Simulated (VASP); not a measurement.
A run of VASP 6.6.1 is set up as follows.

The input INCAR:

```
SYSTEM = BaTiO3
ALGO = Normal ; EDIFF = 1E-7
ENCUT = 520 ; GGA = PE
ISIF = 2 ; ISMEAR = -1
LASPH = .True. ; LCHARG = .True.
LELF = .True. ; LREAL = .False.
LVHAR = .True. ; LWAVE = .False.
NBANDS = 28 ; NELM = 100
PREC = Accurate ; SIGMA = 0.0142
```

KPOINTS

```
k-points
0
Gamma
  6 6 6
  0 0 0
```

The input POSCAR:

```
BaTiO3
1.0
   -4.0379611300      0.0000000000      0.0000000000
    0.0000000000     -2.8763600400      2.8861998200
    0.0000000000      2.8763600400      2.8861998200
Ba Ti O
1 1 3
Direct
    0.0000000000      0.0000000000      0.0000000000
    0.5000000000      0.5143000000      0.5143000000
    0.0000000000      0.4890000000      0.4890000000
    0.5000000000      0.9922300000      0.5044300000
    0.5000000000      0.5044300000      0.9922300000
```

Potentials or basis: VASP PAW PBE potentials, release 64 (Ba_sv, Ti_sv, O).

Run with:

```sh
$ cat potpaw_PBE.64/Ba_sv/POTCAR potpaw_PBE.64/Ti_sv/POTCAR potpaw_PBE.64/O/POTCAR > POTCAR
$ mpirun -np 1 vasp_std > vasp.out
```

Q: Predict the largest force.

A: 0.396 eV/Å.

Q: What does it give for the pressure?

A: -2.5 GPa.

Q: Estimate the band gap on the k mesh.

A: 1.78 eV, indirect (least direct gap 2.04 eV).

Forces in eV/Å, atoms in the order of the input:
```
Ba   0.000  0.000  0.187
Ti   0.000  0.000  0.334
O    0.000  0.000  0.206
O    0.000  0.157 -0.364
O    0.000 -0.157 -0.364
```

Caveat: spin-orbit coupling is left out, which moves the levels of the heavy elements. A hybrid or GW would open this gap; PBE tends to underestimate it.
